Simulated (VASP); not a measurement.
# PbO2 (P4_2/mnm) in VASP: further runs

The runs below take PbO2 through single point, with PBE.

Program: VASP 6.6.1. These are calculated values, not measurements. Logs are shortened: lines on timing, memory, paths and dates and some standing lists are left out, and cuts for length are marked.

## 1. The cell of the first run

It takes space group P4_2/mnm (No. 136, tetragonal). The conventional cell has a = 5.010 Å, b = 5.010 Å, c = 3.436 Å, α = 90.00°, β = 90.00°, γ = 90.00°. Pb (site symmetry mmm) has 6 O at 2.18 to 2.19 Å within 2.9 Å. Within 2.9 Å of O (site symmetry m2m) lie 3 Pb at 2.18 to 2.19 Å and 1 O at 2.73 Å.

## 2. Single point, PBE (14.37 Å³/atom)

Contents of INCAR:

```
SYSTEM = PbO2
  PREC = Accurate
  ENCUT = 520
  EDIFF = 1E-6
  ISMEAR = 0
  SIGMA = 0.1
  LREAL = .False.
  LASPH = .True.
  NELM = 80
  ALGO = Normal
  ISIF = 2
  LWAVE = .False.
  LCHARG = .False.
  GGA = PE
  NBANDS = 35
```

Contents of KPOINTS:

```
regular mesh
0
Gamma
  8 8 10
  0 0 0
```

Contents of POSCAR:

```
PbO2
1.0
    5.0099838737      0.0000000000      0.0000000000
    0.0000000000      5.0099838737      0.0000000000
    0.0000000000      0.0000000000      3.4362413465
Pb O
2 4
Direct
    0.0000000000      0.0000000000      0.0000000000
    0.5000000000      0.5000000000      0.5000000000
    0.3074044214      0.3074044214      0.0000000000
    0.1925955786      0.8074044214      0.5000000000
    0.6925955786      0.6925955786      0.0000000000
    0.8074044214      0.1925955786      0.5000000000
```

Potentials or basis: VASP PAW PBE potentials, release 64 (Pb_d, O).

Launch:

```
$ cat potpaw_PBE.64/Pb_d/POTCAR potpaw_PBE.64/O/POTCAR > POTCAR
$ mpirun -np 1 vasp_std > vasp.out
```

OUTCAR:

```text
SYSTEM = PbO2
   PREC = Accurate
   ENCUT = 520
   EDIFF = 1E-6
   ISMEAR = 0
   LREAL = .False.
   LASPH = .True.
   NELM = 80
   ISIF = 2
   GGA = PE

 ion  position               nearest neighbor table
   1  0.000  0.000  0.000-   3 2.18   5 2.18   4 2.19   6 2.19   4 2.19   6 2.19   2 3.94   2 3.94
                             2 3.94   2 3.94   2 3.94   2 3.94   2 3.94   2 3.94
   2  0.500  0.500  0.500-   4 2.18   6 2.18   5 2.19   3 2.19   3 2.19   5 2.19   1 3.94   1 3.94
                             1 3.94   1 3.94   1 3.94   1 3.94   1 3.94   1 3.94
   3  0.307  0.307  0.000-   1 2.18   2 2.19   2 2.19
   4  0.193  0.807  0.500-   2 2.18   1 2.19   1 2.19
   5  0.693  0.693  0.000-   1 2.18   2 2.19   2 2.19
   6  0.807  0.193  0.500-   2 2.18   1 2.19   1 2.19

  LATTYP: Found a simple tetragonal cell.
 ALAT       =     5.0099838737
 C/A-ratio  =     0.6858787240

  Lattice vectors:

 A1 = (   5.0099838737,   0.0000000000,   0.0000000000)
 A2 = (   0.0000000000,   5.0099838737,   0.0000000000)
 A3 = (   0.0000000000,   0.0000000000,   3.4362413465)

Analysis of symmetry for initial positions (statically):
=====================================================================
 Subroutine PRICEL returns:
 Original cell was already a primitive cell.

 Routine SETGRP: Setting up the symmetry group for a
 simple tetragonal supercell.

 Subroutine GETGRP returns: Found 16 space group operations
 (whereof  8 operations were pure point group operations)
 out of a pool of 16 trial point group operations.

The static configuration has the point symmetry D_2h.
 The point group associated with its full space group is D_4h.

Analysis of symmetry for dynamics (positions and initial velocities):
=====================================================================
 Subroutine PRICEL returns:
 Original cell was already a primitive cell.

 Routine SETGRP: Setting up the symmetry group for a
 simple tetragonal supercell.

 Subroutine GETGRP returns: Found 16 space group operations
 (whereof  8 operations were pure point group operations)
 out of a pool of 16 trial point group operations.

The dynamic configuration has the point symmetry D_2h.
 The point group associated with its full space group is D_4h.

 Subroutine INISYM returns: Found 16 space group operations
 (whereof  8 operations are pure point group operations),
 and found     1 'primitive' translations

----------------------------------------------------------------------------------------

                                     Primitive cell

  volume of cell :      86.2494

  direct lattice vectors                    reciprocal lattice vectors
     5.009983874  0.000000000  0.000000000     0.199601441  0.000000000  0.000000000
     0.000000000  5.009983874  0.000000000     0.000000000  0.199601441  0.000000000
     0.000000000  0.000000000  3.436241347     0.000000000  0.000000000  0.291015647

  length of vectors
     5.009983874  5.009983874  3.436241347     0.199601441  0.199601441  0.291015647

  position of ions in fractional coordinates (direct lattice)
     0.000000000  0.000000000  0.000000000
     0.500000000  0.500000000  0.500000000
     0.307404421  0.307404421  0.000000000
     0.192595579  0.807404421  0.500000000
     0.692595579  0.692595579  0.000000000
     0.807404421  0.192595579  0.500000000

  ion indices of the primitive-cell ions
   primitive index   ion index
                 1           1
                 2           2
                 3           3
                 4           4
                 5           5
                 6           6

----------------------------------------------------------------------------------------

 KPOINTS: regular mesh

Automatic generation of k-mesh.
 Grid dimensions read from file:
 generate k-points for:    8    8   10

 Generating k-lattice:

  Cartesian coordinates                     Fractional coordinates (reciprocal lattice)
     0.024950180  0.000000000  0.000000000     0.125000000  0.000000000  0.000000000
     0.000000000  0.024950180  0.000000000     0.000000000  0.125000000  0.000000000
     0.000000000  0.000000000  0.029101565     0.000000000  0.000000000  0.100000000

  Length of vectors
     0.024950180  0.024950180  0.029101565

  Shift w.r.t. Gamma in fractional coordinates (k-lattice)
     0.000000000  0.000000000  0.000000000

 Subroutine IBZKPT returns following result:
 ===========================================

 Found     90 irreducible k-points:

 Following reciprocal coordinates:
            Coordinates               Weight
  0.000000  0.000000  0.000000      1.000000
  0.125000  0.000000  0.000000      4.000000
  0.250000  0.000000  0.000000      4.000000
  0.375000  0.000000  0.000000      4.000000
  0.500000  0.000000  0.000000      2.000000
  0.125000  0.125000  0.000000      4.000000
[... 16 lines left out ...]
  0.375000  0.125000  0.100000     16.000000
  0.500000  0.125000  0.100000      8.000000
 [... further k-points ...]
   k-points           NKPTS =     90   k-points in BZ     NKDIM =     90   number of bands    NBANDS=     35
   number of dos      NEDOS =    301   number of ions     NIONS =      6
   total plane-waves  NPLWV =  44800
   dimension x,y,z NGX =    40 NGY =   40 NGZ =   28
   dimension x,y,z NGXF=    80 NGYF=   80 NGZF=   56
   ions per type =               2   4
   NGX,Y,Z   is equivalent  to a cutoff of  13.27, 13.27, 13.55 a.u.
   NGXF,Y,Z  is equivalent  to a cutoff of  26.55, 26.55, 27.09 a.u.
 SYSTEM =  PbO2
   PREC   = accura    normal or accurate (medium, high low for compatibility)
   ISTART =      0    job   : 0-new  1-cont  2-samecut
   ICHARG =      2    charge: 1-file 2-atom 10-const
   ISPIN  =      1    spin polarized calculation?
   LNONCOLLINEAR =      F non collinear calculations
   LSORBIT =      F    spin-orbit coupling
   LASPH  =      T    aspherical Exc in radial PAW
   ENCUT  =  520.0 eV  38.22 Ry    6.18 a.u.   9.32  9.32  6.39*2*pi/ulx,y,z
   NELM   =     80;   NELMIN=  2; NELMDL= -5     # of ELM steps
   EDIFF  = 0.1E-05   stopping-criterion for ELM
   LREAL  =      F    real-space projection
   EDIFFG = 0.1E-04   stopping-criterion for IOM
   NSW    =      0    number of steps for IOM
   IBRION =     -1    ionic relax: 0-MD 1-quasi-New 2-CG
   NFREE  =      0    steps in history (QN), initial steepest desc. (CG)
   ISIF   =      2    stress and relaxation
   ISYM   =      2    0-nonsym 1-usesym 2-fastsym
   POTIM  = 0.5000    time-step for ionic-motion
   TEBEG  =    0.0;   TEEND  =   0.0 temperature during run
   PSTRESS=    0.0 pullay stress
   NELECT =      52.0000    total number of electrons
   NUPDOWN=      -1.0000    fix difference up-down
   EMIN   =  10.00;   EMAX   =-10.00  energy-range for DOS
   EFERMI =   0.00;   METHOD = LEGACY
   ISMEAR =     0;   SIGMA  =   0.10  broadening in eV -4-tet -1-fermi 0-gaus
   EFERMI_NEDOS =   21; number of points for ismear=-14 and -15
   IALGO  =     38    algorithm
   IMIX   =      4    mixing-type and parameters
     AMIX     =   0.40;   BMIX     =  1.00
     AMIX_MAG =   1.60;   BMIX_MAG =  1.00
  volume/ion in A,a.u.               =      14.37        97.01
  Fermi-wavevector in a.u.,A,eV,Ry     =   1.383005  2.613501 26.023913  1.912704
  Thomas-Fermi vector in A             =   2.507644
   LORBIT       =      0    0 simple, 1 ext, 2 COOP (PROOUT), +10 PAW based schemes
   GGA     = PE    functional components
   LHFCALC =     F    Hartree Fock is set to
   AEXX    =    0.0000 exact exchange contribution
   IVDW    =     0    specifies the selected vdW correction
   LEPSILON=     F    determine dielectric tensor
   LRPA    =     F    only Hartree local field effects (RPA)
 non-spin polarized calculation
 Gauss-broadening in eV      SIGMA  =   0.10
  energy-cutoff  :      520.00
  volume of cell :       86.25
 maximum number of plane-waves:      2347
 NGX is ok and might be reduce to    40
   NGX = 19   NGY = 19   NGZ = 13

 number of electron      52.0000002 magnetization

 Free energy of the ion-electron system (eV)
  ---------------------------------------------------
  ext. energy  EPLUGINS =         0.00000000
  ---------------------------------------------------
  free energy    TOTEN  =       -31.83455815 eV

  energy without entropy =      -31.83214691  energy(sigma->0) =      -31.83335253

 E-fermi :   4.0735     XC(G=0): -10.5352

 val. band max:        4.0696875117   @ k =   0.0000   0.0000   0.1000
 cond. band min:       4.0765286480   @ k =   0.1250   0.0000   0.0000
 fundamental gap:      0.0068411364
 Fermi energy:         4.0735186615

 k-point     1 :       0.0000    0.0000    0.0000
  band No.  band energies     occupation
      1     -14.0990      2.00000
      2     -14.0234      2.00000
      3     -12.4070      2.00000
      4     -12.4070      2.00000
      5     -11.4779      2.00000
      6     -11.2962      2.00000
[... 27 lines left out ...]
     34      14.9588      0.00000
     35      15.8356      0.00000

 k-point     2 :       0.1250    0.0000    0.0000
  band No.  band energies     occupation
      1     -14.0592      2.00000
      2     -13.9974      2.00000
      3     -12.5637      2.00000
      4     -12.4933      2.00000
      5     -11.3089      2.00000
      6     -11.2708      2.00000
[... 27 lines left out ...]
     34      15.1875      0.00000
     35      15.8397      0.00000

 k-point     3 :       0.2500    0.0000    0.0000
  band No.  band energies     occupation
      1     -13.9476      2.00000
      2     -13.9220      2.00000
      3     -12.8452      2.00000
      4     -12.7080      2.00000
      5     -11.2533      2.00000
      6     -11.2530      2.00000
[... 27 lines left out ...]
     34      15.7201      0.00000
     35      15.8838      0.00000
[... 723 lines left out ...]
 k-point    23 :       0.3750    0.1250    0.1000
  band No.  band energies     occupation
      1     -13.8605      2.00000
      2     -13.6543      2.00000
      3     -13.2494      2.00000
      4     -12.9110      2.00000
      5     -11.2547      2.00000
      6     -11.2175      2.00000
[... 27 lines left out ...]
     34      15.8455      0.00000
     35      15.9902      0.00000

 k-point    24 :       0.5000    0.1250    0.1000
  band No.  band energies     occupation
      1     -13.7319      2.00000
      2     -13.7319      2.00000
      3     -13.1311      2.00000
      4     -13.1311      2.00000
      5     -11.2261      2.00000
      6     -11.2261      2.00000
[... 27 lines left out ...]
     34      15.4703      0.00000
     35      16.1551      0.00000

 [... further k-points ...]

------------------------ aborting loop because EDIFF is reached ----------------------------------------

  FORCE on cell =-STRESS in cart. coord.  units (eV):
  Direction    XX          YY          ZZ          XY          YZ          ZX
  --------------------------------------------------------------------------------------
  -------------------------------------------------------------------------------------
  Total        2.0046357      2.0046357      2.1088336     -0.0000000      0.0000000      0.0000000
  in kB       37.2382904     37.2382904     39.1738801     -0.0000000      0.0000000      0.0000000
  external PRESSURE =      37.8834870 kB  Pullay stress =       0.0000000 kB

 VOLUME and BASIS-vectors are now :
 -----------------------------------------------------------------------------
  energy-cutoff  :      520.00
  volume of cell :       86.25
      direct lattice vectors                 reciprocal lattice vectors
     5.009983874  0.000000000  0.000000000     0.199601441  0.000000000  0.000000000
     0.000000000  5.009983874  0.000000000     0.000000000  0.199601441  0.000000000
     0.000000000  0.000000000  3.436241347     0.000000000  0.000000000  0.291015647

 POSITION                                       TOTAL-FORCE (eV/Angst)
 -----------------------------------------------------------------------------------
      0.00000      0.00000      0.00000         0.000000      0.000000      0.000000
      2.50499      2.50499      1.71812         0.000000      0.000000      0.000000
      1.54009      1.54009      0.00000        -0.005817     -0.005817     -0.000000
      0.96490      4.04508      1.71812         0.005817     -0.005817     -0.000000
      3.46989      3.46989      0.00000         0.005817      0.005817      0.000000
      4.04508      0.96490      1.71812        -0.005817      0.005817      0.000000
 -----------------------------------------------------------------------------------
    total drift:                                0.000000     -0.000000      0.000000

  FREE ENERGIE OF THE ION-ELECTRON SYSTEM (eV)
  ---------------------------------------------------
  free  energy   TOTEN  =       -31.8345581506 eV

  energy  without entropy=      -31.8321469074  energy(sigma->0) =      -31.83335253
```

It took 1.8 min on 1 thread of Intel Xeon 6975P-C (Granite Rapids), shared host; peak memory 0.34 GiB.

What came out:

```
Free energy   : -31.8346 eV
Pressure      : 3.8 GPa
Largest force : 0.008 eV/Å
```

Forces in eV/Å, atoms in the order of the input:
```
Pb   0.000  0.000  0.000
Pb   0.000  0.000  0.000
O   -0.006 -0.006  0.000
O    0.006 -0.006  0.000
O    0.006  0.006  0.000
O   -0.006  0.006  0.000
```

Caveat: the cell stands under pressure; spin-orbit coupling is left out, which moves the levels of the heavy elements.

(Continued in part 2 of 2.)
